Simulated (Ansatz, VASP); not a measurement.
**One calculation of Bi, two programs**

Contents of INCAR:

```
SYSTEM = Bi
PREC = Accurate
ENCUT = 520
EDIFF = 1E-7
ISMEAR = -1
SIGMA = 0.1
LREAL = .False.
LASPH = .True.
NELM = 80
ALGO = Normal
ISIF = 2
LWAVE = .False.
LCHARG = .False.
GGA = RP
NBANDS = 38
```

The input KPOINTS:

```
Automatic mesh
0
Gamma
  12 12 3
  0 0 0
```

POSCAR

```
Bi
1.0
    3.6481239573      0.0000000000      0.0000000000
   -1.8240619787      3.1593680232      0.0000000000
    0.0000000000      0.0000000000     12.2203685574
Bi
4
Direct
    0.0000000000      1.0000000000      0.0000000000
    0.0000000000      1.0000000000      0.5000000000
    0.3333333333      0.6666666667      0.2500000000
    0.6666666667      0.3333333333      0.7500000000
```

Input for Ansatz:

```yaml
crystal:
  lattice:
    - [3.6481239573, 0.0, 0.0]
    - [-1.8240619787, 3.1593680232, 0.0]
    - [0.0, 0.0, 12.2203685574]
  atoms:
    - { symbol: Bi, position: [0.0, 1.0, 0.0] }
    - { symbol: Bi, position: [0.0, 1.0, 0.5] }
    - { symbol: Bi, position: [0.3333333333, 0.6666666667, 0.25] }
    - { symbol: Bi, position: [0.6666666667, 0.3333333333, 0.75] }
hamiltonian:
  xc: rpbe
  pseudopotentials:
    kind: paw
    azcp:
      Bi: "pseudopotentials/Bi.paw.azcp"
basis:
  ecutwfc: 420
  fft_grid_basis: typed
kpoints:
  mp_grid: { grid: [12, 12, 3], shift: [0, 0, 0] }
magnetization:
  spin_polarized: false
scf:
  occupations: { method: fermi_dirac, width: 0.1 }
  lower_state_search: "off"
output:
  stress: true
  write_density: true
  write_potential: true
  elf: true
  volumetric_format: npy
```

Alike in both runs: task single point; functional RPBE; k mesh 12 × 12 × 3; occupations fermi-dirac, width 0.1 eV; no spin polarisation.

```csv
,VASP,Ansatz
version,VASP 6.6.1,Ansatz 0.2.0
potentials or method,"VASP PAW PBE potentials, release 64 (Bi_d), cutoff 520 eV","plane waves (420 eV) with PAW, scalar-relativistic"
valence electrons in the cell,60,60
```

```tsv
	VASP	Ansatz	Ansatz less VASP
pressure (GPa)	-3.2	-3.1	+0.06
traceless stress, the component that is largest in VASP (GPa)	0.27	0.27	+0.004
```

VASP's potentials were made for PBE, not for RPBE.

Neither program's run includes spin-orbit coupling.
